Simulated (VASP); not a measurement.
Here is a VASP 6.6.1 calculation.

File INCAR:

```
SYSTEM = Cd
PREC = Accurate ; ENCUT = 520
EDIFF = 1E-6 ; ISMEAR = 1
SIGMA = 0.1 ; LREAL = .FALSE.
LASPH = .TRUE. ; NELM = 100
ALGO = Normal ; ISIF = 2
LWAVE = .FALSE. ; LCHARG = .TRUE.
GGA = PS ; LELF = .TRUE.
LVHAR = .TRUE. ; NBANDS = 12
```

Contents of KPOINTS:

```
regular mesh
0
G
  14 14 14
  0 0 0
```

Contents of POSCAR:

```
Cd
1.0
    2.6829057087      0.0000000000      0.0000000000
    0.0000000000      2.6829057087      0.0000000000
    0.0000000000      0.0000000000      2.6829057087
Cd
1
Direct
    0.0000000000      0.0000000000      0.0000000000
```

Potentials or basis: VASP PAW PBE potentials, release 64 (Cd).

Command:

```sh
$ cat potpaw_PBE.64/Cd/POTCAR > POTCAR
$ mpirun -np 1 vasp_std > vasp.out
```

**Question.** Predict the pressure.

**Answer.** 21.0 GPa.

**Question.** Predict the band gap on the k mesh.

**Answer.** Zero (bands 6 and 7 overlap by 7.97 eV).

Caveat: the cell stands under pressure; the PAW data sets were made with another functional, which shifts forces and pressure a little.
